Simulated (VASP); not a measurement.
# Mg (P6_3/mmc) in VASP: settings compared

The runs below take Mg through single point, with revPBE+D4, PBEsol.

Program: VASP 6.6.1. These are calculated values, not measurements. Logs are shortened: lines on timing, memory, paths and dates and some standing lists are left out, and cuts for length are marked.

### Step 1. The cell of the first run

It takes space group P6_3/mmc (No. 194, hexagonal). Conventional cell: a = 3.252 Å, b = 3.252 Å, c = 5.279 Å, α = 90.00°, β = 90.00°, γ = 120.00°. Within 4.3 Å of Mg (site symmetry -6m2) lie 12 Mg at 3.24 to 3.25 Å.

### Step 2. Single point, revPBE+D4

Input file INCAR:

```
PREC = Accurate ; ENCUT = 520
EDIFF = 1E-7 ; ISMEAR = -1
SIGMA = 0.05 ; LREAL = F
LASPH = T ; NELM = 100
ALGO = Fast ; ISIF = 2
LWAVE = F ; LCHARG = F
GGA = RE ; IVDW = 13
NBANDS = 9
```

Input file KPOINTS:

```
regular mesh
0
Gamma
  10 10 5
```

Input file POSCAR:

```
Mg
1.0
    3.2515324747      0.0000000000      0.0000000000
   -1.6257662373      2.8159097243      0.0000000000
    0.0000000000      0.0000000000      5.2788644417
Mg
2
Direct
    0.6666666667      0.3333333333      0.7500000000
    0.3333333333      0.6666666667      0.2500000000
```

Potentials or basis: VASP PAW PBE potentials, release 64 (Mg).

Command:

```console
> cat potpaw_PBE.64/Mg/POTCAR > POTCAR
> mpirun -np 1 vasp_std > vasp.out
```

OUTCAR:

```text
PREC = Accurate
   ENCUT = 520
   EDIFF = 1E-7
   ISMEAR = -1
   LREAL = F
   LASPH = T
   NELM = 100
   ISIF = 2
   GGA = RE
   IVDW = 13

 ion  position               nearest neighbor table
   1  0.667  0.333  0.750-   2 3.24   2 3.24   2 3.24   2 3.24   2 3.24   2 3.24
   2  0.333  0.667  0.250-   1 3.24   1 3.24   1 3.24   1 3.24   1 3.24   1 3.24

  LATTYP: Found a hexagonal cell.
 ALAT       =     3.2515324747
 C/A-ratio  =     1.6235004518

  Lattice vectors:

 A1 = (   3.2515324747,   0.0000000000,   0.0000000000)
 A2 = (  -1.6257662373,   2.8159097243,   0.0000000000)
 A3 = (   0.0000000000,   0.0000000000,   5.2788644417)

Analysis of symmetry for initial positions (statically):
=====================================================================
 Subroutine PRICEL returns:
 Original cell was already a primitive cell.

 Routine SETGRP: Setting up the symmetry group for a
 hexagonal supercell.

 Subroutine GETGRP returns: Found 24 space group operations
 (whereof 12 operations were pure point group operations)
 out of a pool of 24 trial point group operations.

The static configuration has the point symmetry D_3d.
 The point group associated with its full space group is D_6h.

Analysis of symmetry for dynamics (positions and initial velocities):
=====================================================================
 Subroutine PRICEL returns:
 Original cell was already a primitive cell.

 Routine SETGRP: Setting up the symmetry group for a
 hexagonal supercell.

 Subroutine GETGRP returns: Found 24 space group operations
 (whereof 12 operations were pure point group operations)
 out of a pool of 24 trial point group operations.

The dynamic configuration has the point symmetry D_3d.
 The point group associated with its full space group is D_6h.

 Subroutine INISYM returns: Found 24 space group operations
 (whereof 12 operations are pure point group operations),
 and found     1 'primitive' translations

----------------------------------------------------------------------------------------

                                     Primitive cell

  volume of cell :      48.3334

  direct lattice vectors                    reciprocal lattice vectors
     3.251532475  0.000000000  0.000000000     0.307547290  0.177562510  0.000000000
    -1.625766237  2.815909724  0.000000000     0.000000000  0.355125021  0.000000000
     0.000000000  0.000000000  5.278864442     0.000000000  0.000000000  0.189434681

  length of vectors
     3.251532475  3.251532475  5.278864442     0.355125021  0.355125021  0.189434681

  position of ions in fractional coordinates (direct lattice)
[... 87 lines left out ...]
   POTIM  = 0.5000    time-step for ionic-motion
   TEBEG  =    0.0;   TEEND  =   0.0 temperature during run
   PSTRESS=    0.0 pullay stress
   NELECT =       4.0000    total number of electrons
   NUPDOWN=      -1.0000    fix difference up-down
   EMIN   =  10.00;   EMAX   =-10.00  energy-range for DOS
   EFERMI =   0.00;   METHOD = LEGACY
   ISMEAR =    -1;   SIGMA  =   0.05  broadening in eV -4-tet -1-fermi 0-gaus
   EFERMI_NEDOS =   21; number of points for ismear=-14 and -15
   IALGO  =     68    algorithm
   IMIX   =      4    mixing-type and parameters
     AMIX     =   0.40;   BMIX     =  1.00
     AMIX_MAG =   1.60;   BMIX_MAG =  1.00
  volume/ion in A,a.u.               =      24.17       163.08
  Fermi-wavevector in a.u.,A,eV,Ry     =   0.713421  1.348170  6.924945  0.508969
  Thomas-Fermi vector in A             =   1.801054
   LORBIT       =      0    0 simple, 1 ext, 2 COOP (PROOUT), +10 PAW based schemes
   GGA     = RE    functional components
   LHFCALC =     F    Hartree Fock is set to
   AEXX    =    0.0000 exact exchange contribution
   IVDW    =    13    specifies the selected vdW correction
   LEPSILON=     F    determine dielectric tensor
   LRPA    =     F    only Hartree local field effects (RPA)
 non-spin polarized calculation
 RMM-DIIS sequential band-by-band and
  energy-cutoff  :      520.00
  volume of cell :       48.33
 maximum number of plane-waves:      1320
   NGX = 13   NGY = 13   NGZ = 19

 number of electron       4.0000000 magnetization

 Free energy of the ion-electron system (eV)
  ---------------------------------------------------
  ext. energy  EPLUGINS =         0.00000000
  ---------------------------------------------------
  free energy    TOTEN  =        -2.71202012 eV

  energy without entropy =       -2.69990163  energy(sigma->0) =       -2.70596088

 E-fermi :   2.4848     XC(G=0):  -8.2544

 val. band max:        2.4372166450   @ k =   0.4000   0.1000   0.4000
 cond. band min:       2.4908650545   @ k =   0.2000   0.1000   0.0000
 fundamental gap:      0.0536484095
 Fermi energy:         2.4847695854

 k-point     1 :       0.0000    0.0000    0.0000
  band No.  band energies     occupation
      1      -4.2539      2.00000
      2       0.8385      2.00000
      3       1.2380      2.00000
      4      13.1131      0.00000
      5      13.1131      0.00000
      6      13.1581      0.00000
      7      13.1581      0.00000
      8      13.9905      0.00000
      9      15.4441      0.00000
[... 265 lines left out ...]
 k-point    24 :       0.4000    0.1000    0.2000
  band No.  band energies     occupation
      1      -0.1322      2.00000
      2       1.6272      2.00000
      3       3.0421      0.00003
      4       4.7368      0.00000
      5       6.6435      0.00000
      6       7.5764      0.00000
      7       9.0232      0.00000
      8      10.2820      0.00000
      9      12.6679      0.00000

 [... further k-points ...]

------------------------ aborting loop because EDIFF is reached ----------------------------------------

  DFT-D4 for vdW energy calculation

  Edisp (eV):   -0.51844

  FORCE on cell =-STRESS in cart. coord.  units (eV):
  Direction    XX          YY          ZZ          XY          YZ          ZX
  --------------------------------------------------------------------------------------
  -------------------------------------------------------------------------------------
  Total      -0.87907    -0.87907    -0.53682    -0.00000     0.00000     0.00000
  in kB     -29.13985   -29.13985   -17.79463    -0.00000     0.00000     0.00000
  external pressure =      -25.36 kB  Pullay stress =        0.00 kB

 VOLUME and BASIS-vectors are now :
 -----------------------------------------------------------------------------
  energy-cutoff  :      520.00
  volume of cell :       48.33
      direct lattice vectors                 reciprocal lattice vectors
     3.251532475  0.000000000  0.000000000     0.307547290  0.177562510  0.000000000
    -1.625766237  2.815909724  0.000000000     0.000000000  0.355125021  0.000000000
     0.000000000  0.000000000  5.278864442     0.000000000  0.000000000  0.189434681

 POSITION                                       TOTAL-FORCE (eV/Angst)
 -----------------------------------------------------------------------------------
      1.62577      0.93864      3.95915         0.000000      0.000000      0.000000
     -0.00000      1.87727      1.31972        -0.000000     -0.000000      0.000000
 -----------------------------------------------------------------------------------
    total drift:                                0.000000     -0.000000      0.000000

  FREE ENERGIE OF THE ION-ELECTRON SYSTEM (eV)
  ---------------------------------------------------
  free  energy   TOTEN  =        -3.2304605705 eV

  energy  without entropy=       -3.2183420767  energy(sigma->0) =       -3.22440132
```

OSZICAR:

```text
N       E                     dE             d eps       ncg     rms          rms(c)
DAV:   1    -0.173721226139E-01   -0.17372E-01   -0.12304E+03   756   0.308E+02
DAV:   2    -0.266765868885E+01   -0.26503E+01   -0.25085E+01   981   0.252E+01
DAV:   3    -0.271790362183E+01   -0.50245E-01   -0.49108E-01  1046   0.290E+00
DAV:   4    -0.271803776821E+01   -0.13415E-03   -0.13413E-03   953   0.151E-01
DAV:   5    -0.271803832945E+01   -0.56124E-06   -0.56095E-06   958   0.913E-03    0.101E+00
RMM:   6    -0.271717004260E+01    0.86829E-03   -0.79115E-04   772   0.255E-01    0.650E-01
RMM:   7    -0.271199028639E+01    0.51798E-02   -0.26604E-03   793   0.460E-01    0.366E-02
RMM:   8    -0.271202239868E+01   -0.32112E-04   -0.90465E-05   821   0.769E-02    0.968E-03
RMM:   9    -0.271202031964E+01    0.20790E-05   -0.10976E-05   864   0.235E-02    0.116E-03
RMM:  10    -0.271202036268E+01   -0.43040E-07   -0.13381E-06   879   0.713E-03    0.710E-04
RMM:  11    -0.271202017818E+01    0.18450E-06   -0.17642E-07   865   0.288E-03    0.304E-04
RMM:  12    -0.271202012325E+01    0.54927E-07   -0.23501E-08   606   0.926E-04
   1 F= -.32304606E+01 E0= -.32244013E+01  d E =-.121185E-01
```

Run time: 13 s. Hardware: 1 thread of Intel Xeon 6975P-C, shared host; peak memory 0.16 GiB.

What came out:

| Quantity | Value |
| --- | --- |
| Free energy | -3.2305 eV |
| Pressure | -2.5 GPa |
| Band gap on the k mesh | zero (band 2 reaches 3.12 eV, above the bottom of band 3 at 1.24 eV) |
| Dispersion energy per atom | -0.259 eV |

Caveat: the PAW data sets were made with another functional, which shifts forces and pressure a little; pairwise dispersion overbinds metals, which lowers pressure and volume.

### Step 3. Single point, PBEsol

This run uses another cell than the first one, of 23.70 Å³/atom, 0.981 times its volume.

Input file INCAR:

```
ALGO = Fast
EDIFF = 1E-6
ENCUT = 520
GGA = PS
ISIF = 2
ISMEAR = -1
LASPH = T
LCHARG = T
LELF = T
LREAL = F
LVHAR = T
LWAVE = F
NBANDS = 9
NELM = 80
PREC = Accurate
SIGMA = 0.05
```

Input file KPOINTS:

```
k-points
0
Gamma
  10 10 5
```

Input file POSCAR:

```
Mg
1.0
    3.2305542618      0.0000000000      0.0000000000
   -1.6152771309      2.7977420591      0.0000000000
    0.0000000000      0.0000000000      5.2448063036
Mg
2
Direct
    0.6666666667      0.3333333333      0.7500000000
    0.3333333333      0.6666666667      0.2500000000
```

Potentials or basis: VASP PAW PBE potentials, release 64 (Mg).

Command:

```console
> cat potpaw_PBE.64/Mg/POTCAR > POTCAR
> mpirun -np 1 vasp_std > vasp.out
```

Wall time 8.9 s (1 thread of Intel Xeon 6975P-C, shared host); peak memory 0.16 GiB.

It converged, with:

```
Free energy            : -3.4287 eV
Pressure               : -1.7 GPa
Band gap on the k mesh : zero (band 2 reaches 3.09 eV, above the bottom of band 3 at 1.19 eV)
```

Stress tensor (GPa, compression positive):
```
-2.12  0.00  0.00
 0.00 -2.12  0.00
 0.00  0.00 -0.93
```

Levels at points of the mesh, in eV from the Fermi level:
```csv
k point,band 1,band 2,band 3,band 4,band 5,band 6,band 7
"(0.00, 0.00, 0.00)",-6.82,-1.66,-1.27,10.72,10.72,10.77,10.77
"(0.50, 0.00, 0.00)",-2.13,-2.12,2.59,2.98,3.16,3.58,6.68
```

Caveat: the PAW data sets were made with another functional, which shifts forces and pressure a little.
